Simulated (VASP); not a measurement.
# Be (Im-3m) in VASP: notebook

Runs on Be. Level: PBEsol. Tasks: single point.

Program: VASP 6.6.1. These are calculated values, not measurements. Logs are shortened: lines on timing, memory, paths and dates and some standing lists are left out, and cuts for length are marked.

### Step 1. The cell of the first run

The structure is cubic, space group Im-3m (No. 229). Conventional cell: a = 2.420 Å, b = 2.420 Å, c = 2.420 Å, α = 90.00°, β = 90.00°, γ = 90.00°. Be (site symmetry m-3m) has 14 Be at 2.10 to 2.42 Å within 2.8 Å.

This isn't the form of Be at room conditions, which is hcp.

### Step 2. Single point, PBEsol

Contents of INCAR:

```
SYSTEM = Be
  PREC = Accurate
  ENCUT = 520
  EDIFF = 1E-6
  ISMEAR = -1
  SIGMA = 0.08
  LREAL = .FALSE.
  LASPH = .TRUE.
  NELM = 100
  ALGO = Normal
  ISIF = 2
  LWAVE = .FALSE.
  LCHARG = .FALSE.
  GGA = PS
  NBANDS = 7
```

Contents of KPOINTS:

```
Automatic mesh
0
G
  22 22 22
  0 0 0
```

Contents of POSCAR:

```
Be
1.0
   -1.2099062352      1.2099062352      1.2099062352
    1.2099062352     -1.2099062352      1.2099062352
    1.2099062352      1.2099062352     -1.2099062352
Be
1
Direct
    0.0000000000      0.0000000000      0.0000000000
```

Potentials or basis: VASP PAW PBE potentials, release 64 (Be).

Command:

```console
$ cat potpaw_PBE.64/Be/POTCAR > POTCAR
$ mpirun -np 1 vasp_std > vasp.out
```

OUTCAR:

```text
SYSTEM = Be
   PREC = Accurate
   ENCUT = 520
   EDIFF = 1E-6
   ISMEAR = -1
   LREAL = .FALSE.
   LASPH = .TRUE.
   NELM = 100
   ISIF = 2
   GGA = PS

 ion  position               nearest neighbor table
   1  0.000  0.000  0.000-

  LATTYP: Found a body centered cubic cell.
 ALAT       =     2.4198124704

  Lattice vectors:

 A1 = (  -1.2099062352,   1.2099062352,   1.2099062352)
 A2 = (   1.2099062352,  -1.2099062352,   1.2099062352)
 A3 = (   1.2099062352,   1.2099062352,  -1.2099062352)

Analysis of symmetry for initial positions (statically):
=====================================================================
 Subroutine PRICEL returns:
 Original cell was already a primitive cell.

 Routine SETGRP: Setting up the symmetry group for a
 body centered cubic supercell.

 Subroutine GETGRP returns: Found 48 space group operations
 (whereof 48 operations were pure point group operations)
 out of a pool of 48 trial point group operations.

The static configuration has the point symmetry O_h .

Analysis of symmetry for dynamics (positions and initial velocities):
=====================================================================
 Subroutine PRICEL returns:
 Original cell was already a primitive cell.

 Routine SETGRP: Setting up the symmetry group for a
 body centered cubic supercell.

 Subroutine GETGRP returns: Found 48 space group operations
 (whereof 48 operations were pure point group operations)
 out of a pool of 48 trial point group operations.

The dynamic configuration has the point symmetry O_h .

 Subroutine INISYM returns: Found 48 space group operations
 (whereof 48 operations are pure point group operations),
 and found     1 'primitive' translations

----------------------------------------------------------------------------------------

                                     Primitive cell

  volume of cell :       7.0846

  direct lattice vectors                    reciprocal lattice vectors
    -1.209906235  1.209906235  1.209906235     0.000000000  0.413255164  0.413255164
     1.209906235 -1.209906235  1.209906235     0.413255164  0.000000000  0.413255164
     1.209906235  1.209906235 -1.209906235     0.413255164  0.413255164  0.000000000

  length of vectors
     2.095619072  2.095619072  2.095619072     0.584431058  0.584431058  0.584431058

[... 76 lines left out ...]
   ENCUT  =  520.0 eV  38.22 Ry    6.18 a.u.   3.90  3.90  3.90*2*pi/ulx,y,z
   NELM   =    100;   NELMIN=  2; NELMDL= -5     # of ELM steps
   EDIFF  = 0.1E-05   stopping-criterion for ELM
   LREAL  =      F    real-space projection
   EDIFFG = 0.1E-04   stopping-criterion for IOM
   NSW    =      0    number of steps for IOM
   IBRION =     -1    ionic relax: 0-MD 1-quasi-New 2-CG
   NFREE  =      0    steps in history (QN), initial steepest desc. (CG)
   ISIF   =      2    stress and relaxation
   ISYM   =      2    0-nonsym 1-usesym 2-fastsym
   POTIM  = 0.5000    time-step for ionic-motion
   TEBEG  =    0.0;   TEEND  =   0.0 temperature during run
   PSTRESS=    0.0 pullay stress
   NELECT =       2.0000    total number of electrons
   NUPDOWN=      -1.0000    fix difference up-down
   EMIN   =  10.00;   EMAX   =-10.00  energy-range for DOS
   EFERMI =   0.00;   METHOD = LEGACY
   ISMEAR =    -1;   SIGMA  =   0.08  broadening in eV -4-tet -1-fermi 0-gaus
   EFERMI_NEDOS =   21; number of points for ismear=-14 and -15
   IALGO  =     38    algorithm
   IMIX   =      4    mixing-type and parameters
     AMIX     =   0.40;   BMIX     =  1.00
     AMIX_MAG =   1.60;   BMIX_MAG =  1.00
  volume/ion in A,a.u.               =       7.08        47.81
  Fermi-wavevector in a.u.,A,eV,Ry     =   1.073939  2.029451 15.692223  1.153346
  Thomas-Fermi vector in A             =   2.209753
   LORBIT       =      0    0 simple, 1 ext, 2 COOP (PROOUT), +10 PAW based schemes
   GGA     = PS    functional components
   LHFCALC =     F    Hartree Fock is set to
   AEXX    =    0.0000 exact exchange contribution
   IVDW    =     0    specifies the selected vdW correction
   LEPSILON=     F    determine dielectric tensor
   LRPA    =     F    only Hartree local field effects (RPA)
 non-spin polarized calculation
  energy-cutoff  :      520.00
  volume of cell :        7.08
 maximum number of plane-waves:       202
   NGX =  7   NGY =  7   NGZ =  7

 number of electron       2.0000000 magnetization

 Free energy of the ion-electron system (eV)
  ---------------------------------------------------
  ext. energy  EPLUGINS =         0.00000000
  ---------------------------------------------------
  free energy    TOTEN  =        -3.87293351 eV

  energy without entropy =       -3.86993979  energy(sigma->0) =       -3.87143665

 E-fermi :   8.8051     XC(G=0): -10.9790

 val. band max:        8.7684231082   @ k =   0.2727   0.2727   0.1364
 cond. band min:       8.8389714940   @ k =  -0.4091  -0.4545   0.2727
 fundamental gap:      0.0705483858
 Fermi energy:         8.8050693410

 k-point     1 :       0.0000    0.0000    0.0000
  band No.  band energies     occupation
      1      -4.0023      2.00000
      2      29.9359      0.00000
      3      29.9359      0.00000
      4      29.9359      0.00000
      5      41.7180      0.00000
      6      41.7180      0.00000
      7      41.7180      0.00000
[... 221 lines left out ...]
 k-point    24 :       0.1364    0.0909   -0.0000
  band No.  band energies     occupation
      1      -2.5763      2.00000
      2      23.8738      0.00000
      3      25.1357      0.00000
      4      27.4991      0.00000
      5      36.2405      0.00000
      6      36.6999      0.00000
      7      42.0115      0.00000

 [... further k-points ...]

------------------------ aborting loop because EDIFF is reached ----------------------------------------

  FORCE on cell =-STRESS in cart. coord.  units (eV):
  Direction    XX          YY          ZZ          XY          YZ          ZX
  --------------------------------------------------------------------------------------
  -------------------------------------------------------------------------------------
  Total        0.5959481      0.5959481      0.5959481     -0.0000000      0.0000000     -0.0000000
  in kB      134.7733164    134.7733164    134.7733164     -0.0000000      0.0000000     -0.0000000
  external PRESSURE =     134.7733164 kB  Pullay stress =       0.0000000 kB

 VOLUME and BASIS-vectors are now :
 -----------------------------------------------------------------------------
  energy-cutoff  :      520.00
  volume of cell :        7.08
      direct lattice vectors                 reciprocal lattice vectors
    -1.209906235  1.209906235  1.209906235     0.000000000  0.413255164  0.413255164
     1.209906235 -1.209906235  1.209906235     0.413255164  0.000000000  0.413255164
     1.209906235  1.209906235 -1.209906235     0.413255164  0.413255164  0.000000000

 POSITION                                       TOTAL-FORCE (eV/Angst)
 -----------------------------------------------------------------------------------
      0.00000      0.00000      0.00000         0.000000      0.000000      0.000000
 -----------------------------------------------------------------------------------
    total drift:                                0.000000      0.000000      0.000000

  FREE ENERGIE OF THE ION-ELECTRON SYSTEM (eV)
  ---------------------------------------------------
  free  energy   TOTEN  =        -3.8729335071 eV

  energy  without entropy=       -3.8699397888  energy(sigma->0) =       -3.87143665
```

It took 7.3 s on 1 thread of Intel Xeon 8259CL, shared host; peak memory 0.12 GiB.

Results:

* Free energy: -3.8729 eV
* Pressure: 13.5 GPa
* Band gap on the k mesh: zero (bands 1 and 2 overlap by 5.72 eV)

Caveat: the cell stands under pressure; the PAW data sets were made with another functional, which shifts forces and pressure a little.

### Step 3. Single point, PBEsol

Contents of INCAR:

```
ALGO = Normal
EDIFF = 1E-6
ENCUT = 520
GGA = PS
ISIF = 2
ISMEAR = -1
LASPH = T
LCHARG = T
LELF = T
LREAL = F
LVHAR = T
LWAVE = F
NBANDS = 7
NELM = 80
PREC = Accurate
SIGMA = 0.08
```

Contents of KPOINTS:

```
k-points
0
Gamma
  22 22 22
```

Contents of POSCAR:

```
Be
1.0
   -1.2095260152      1.2095260152      1.2095260152
    1.2095260152     -1.2095260152      1.2095260152
    1.2095260152      1.2095260152     -1.2095260152
Be
1
Direct
    0.0000000000      0.0000000000      0.0000000000
```

Potentials or basis: VASP PAW PBE potentials, release 64 (Be).

Command:

```console
$ cat potpaw_PBE.64/Be/POTCAR > POTCAR
$ mpirun -np 1 vasp_std > vasp.out
```

OUTCAR:

```text
EDIFF = 1E-6
   ENCUT = 520
   GGA = PS
   ISIF = 2
   ISMEAR = -1
   LASPH = T
   LREAL = F
   NELM = 80
   PREC = Accurate

 ion  position               nearest neighbor table
   1  0.000  0.000  0.000-

  LATTYP: Found a body centered cubic cell.
 ALAT       =     2.4190520304

  Lattice vectors:

 A1 = (  -1.2095260152,   1.2095260152,   1.2095260152)
 A2 = (   1.2095260152,  -1.2095260152,   1.2095260152)
 A3 = (   1.2095260152,   1.2095260152,  -1.2095260152)

Analysis of symmetry for initial positions (statically):
=====================================================================
 Subroutine PRICEL returns:
 Original cell was already a primitive cell.

 Routine SETGRP: Setting up the symmetry group for a
 body centered cubic supercell.

 Subroutine GETGRP returns: Found 48 space group operations
 (whereof 48 operations were pure point group operations)
 out of a pool of 48 trial point group operations.

The static configuration has the point symmetry O_h .

Analysis of symmetry for dynamics (positions and initial velocities):
[... 158 lines left out ...]
 val. band max:        8.7767585872   @ k =   0.2727   0.2727   0.1364
 cond. band min:       8.8475260369   @ k =  -0.4091  -0.4545   0.2727
 fundamental gap:      0.0707674498
 Fermi energy:         8.8136346798

 k-point     1 :       0.0000    0.0000    0.0000
  band No.  band energies     occupation
      1      -3.9993      2.00000
      2      29.9608      0.00000
      3      29.9608      0.00000
      4      29.9608      0.00000
      5      41.7467      0.00000
      6      41.7467      0.00000
      7      41.7467      0.00000
[... 221 lines left out ...]
 k-point    24 :       0.1364    0.0909   -0.0000
  band No.  band energies     occupation
      1      -2.5728      2.00000
      2      23.8933      0.00000
      3      25.1567      0.00000
      4      27.5214      0.00000
      5      36.2665      0.00000
      6      36.7262      0.00000
      7      42.0403      0.00000

 [... further k-points ...]

------------------------ aborting loop because EDIFF is reached ----------------------------------------

  FORCE on cell =-STRESS in cart. coord.  units (eV):
  Direction    XX          YY          ZZ          XY          YZ          ZX
  --------------------------------------------------------------------------------------
  -------------------------------------------------------------------------------------
  Total        0.6023897      0.6023897      0.6023897     -0.0000000     -0.0000000     -0.0000000
  in kB      136.3585875    136.3585875    136.3585875     -0.0000000     -0.0000000     -0.0000000
  external PRESSURE =     136.3585875 kB  Pullay stress =       0.0000000 kB

 VOLUME and BASIS-vectors are now :
 -----------------------------------------------------------------------------
  energy-cutoff  :      520.00
  volume of cell :        7.08
      direct lattice vectors                 reciprocal lattice vectors
    -1.209526015  1.209526015  1.209526015     0.000000000  0.413385073  0.413385073
     1.209526015 -1.209526015  1.209526015     0.413385073  0.000000000  0.413385073
     1.209526015  1.209526015 -1.209526015     0.413385073  0.413385073  0.000000000

 POSITION                                       TOTAL-FORCE (eV/Angst)
 -----------------------------------------------------------------------------------
      0.00000      0.00000      0.00000        -0.000000     -0.000000     -0.000000
 -----------------------------------------------------------------------------------
    total drift:                                0.000000      0.000000      0.000000

  FREE ENERGIE OF THE ION-ELECTRON SYSTEM (eV)
  ---------------------------------------------------
  free  energy   TOTEN  =        -3.8723684686 eV

  energy  without entropy=       -3.8693766927  energy(sigma->0) =       -3.87087258
```

OSZICAR:

```text
N       E                     dE             d eps       ncg     rms          rms(c)
DAV:   1    -0.264888507031E+01   -0.26489E+01   -0.12041E+03  5012   0.239E+02
DAV:   2    -0.388815024236E+01   -0.12393E+01   -0.12116E+01  6244   0.269E+01
DAV:   3    -0.388960503385E+01   -0.14548E-02   -0.14545E-02  5264   0.826E-01
DAV:   4    -0.388960520788E+01   -0.17403E-06   -0.17448E-06  6916   0.948E-03
DAV:   5    -0.388960520865E+01   -0.77426E-09   -0.20699E-10  5271   0.375E-05    0.900E-01
DAV:   6    -0.387702926410E+01    0.12576E-01   -0.13243E-03  4872   0.409E-01    0.552E-01
DAV:   7    -0.387238578316E+01    0.46435E-02   -0.13318E-03  4830   0.410E-01    0.192E-02
DAV:   8    -0.387236790171E+01    0.17881E-04   -0.36178E-06  5425   0.191E-02    0.516E-03
DAV:   9    -0.387236846863E+01   -0.56693E-06   -0.26681E-07  4886   0.299E-03
   1 F= -.38723685E+01 E0= -.38708726E+01  d E =-.299178E-02
```

stdout:

```text
POSCAR found type information on POSCAR Be
 POSCAR found :  1 types and       1 ions
 scaLAPACK will be used
 -----------------------------------------------------------------------------
|                                                                             |
|                                                                             |
|     You enforced a specific xc type in the INCAR file but a different       |
|     I HOPE YOU KNOW WHAT YOU ARE DOING!                                     |
|                                                                             |
 -----------------------------------------------------------------------------

 LDA part: xc-table for (Slater+PW92), standard interpolation
 POSCAR, INCAR and KPOINTS ok, starting setup
 FFT: planning ... GRIDC
 FFT: planning ... GRID_SOFT
 FFT: planning ... GRID
 WAVECAR not read
 entering main loop
```

It took 9.5 s on 1 thread of Intel Xeon 8259CL, shared host; peak memory 0.12 GiB.

Results:

| Item | Value |
| --- | --- |
| Free energy | -3.8724 eV |
| Pressure | 13.6 GPa |
| Band gap on the k mesh | zero (bands 1 and 2 overlap by 5.73 eV) |

Caveat: the cell stands under pressure; the PAW data sets were made with another functional, which shifts forces and pressure a little.
